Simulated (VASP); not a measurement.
A run of VASP 6.6.1:

The input POSCAR:

```
Si
1.0
   -1.7570681244      1.7570681244      1.2147034620
    1.7570681244     -1.7570681244      1.2147034620
    1.7570681244      1.7570681244     -1.2147034620
Si
1
Direct
    0.0000000000      0.0000000000      0.0000000000
```

Contents of INCAR.step1:

```
SYSTEM = Si
PREC = Accurate
ENCUT = 520
ISMEAR = 0
SIGMA = 0.15
LREAL = .FALSE.
LASPH = .TRUE.
NELM = 60
NBANDS = 8
GGA = PE
ALGO = Normal
EDIFF = 1E-4
LWAVE = .TRUE.
LCHARG = .FALSE.
```

INCAR.step2

```
SYSTEM = Si
PREC = Accurate
ENCUT = 520
EDIFF = 1E-7
ISMEAR = 0
SIGMA = 0.15
LREAL = .FALSE.
LASPH = .TRUE.
NELM = 60
ALGO = Normal
ISIF = 2
LWAVE = .FALSE.
LCHARG = .FALSE.
METAGGA = R2SCAN
LMIXTAU = .TRUE.
NBANDS = 8
ISTART = 1
```

The input KPOINTS:

```
Automatic mesh
0
G
  22 22 22
  0 0 0
```

Potentials or basis: VASP PAW PBE potentials, release 64 (Si).

Launch:

```bash
$ cat potpaw_PBE.64/Si/POTCAR > POTCAR
$ cp INCAR.step1 INCAR
$ mpirun -np 1 vasp_std > vasp.out
$ cp INCAR.step2 INCAR
$ mpirun -np 1 vasp_std > vasp.out
```

Hardware: 1 thread of Intel(R) Xeon(R) 6975P-C (Granite Rapids), on a shared host.

Question: Estimate the wall time of this run.

Answer: Run time: 2.1 min on 1 thread of Intel(R) Xeon(R) 6975P-C (Granite Rapids) (shared host), peak memory 0.2 GiB. Counts: k points 834.
